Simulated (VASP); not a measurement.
Input of a VASP 6.6.1 run:

The input POSCAR:

```
BN
1.0
    2.4982400000      0.0000000000      0.0000000000
   -1.2491200000      2.1635393048      0.0000000000
    0.0000000000      0.0000000000      6.6357000000
N B
2 2
Direct
    0.6666666667      0.3333333333      0.2500000000
    0.3333333333      0.6666666667      0.7500000000
    0.6666666667      0.3333333333      0.7500000000
    0.3333333333      0.6666666667      0.2500000000
```

INCAR.step1

```
ALGO = Normal
EDIFF = 1E-5
ENCUT = 520
GGA = PE
ISIF = 2
ISMEAR = -1
LASPH = T
LREAL = F
LWAVE = T
NBANDS = 16
NELM = 100
PREC = Accurate
SIGMA = 0.1
```

File INCAR.step2:

```
AEXX = 0.25
ALGO = Normal
EDIFF = 1E-7
ENCUT = 520
GGA = PE
ISIF = 2
ISMEAR = -1
ISTART = 1
LASPH = T
LCHARG = T
LELF = T
LHFCALC = T
LREAL = F
LVHAR = T
LWAVE = F
NBANDS = 16
NELM = 100
PREC = Accurate
PRECFOCK = Normal
SIGMA = 0.1
```

File KPOINTS:

```
k-points
0
Gamma
  6 6 2
```

Potentials or basis: VASP PAW PBE potentials, release 64 (N, B).

Run with:

```bash
$ cat potpaw_PBE.64/N/POTCAR potpaw_PBE.64/B/POTCAR > POTCAR
$ cp INCAR.step1 INCAR
$ mpirun -np 1 vasp_std > vasp.out
$ cp INCAR.step2 INCAR
$ mpirun -np 1 vasp_std > vasp.out
```

(1) What does it give for the pressure?

(2) Predict the band gap on the k mesh.

Answers

(1) 0.1 GPa.

(2) 6.37 eV, indirect (least direct gap 6.85 eV).

Caveat: the k points lie up to 0.48 Å⁻¹ apart; the PAW data sets were made with another functional, which shifts forces and pressure a little; this functional lacks dispersion, which binds the layers, so the pressure and a relaxed spacing across them are unreliable.
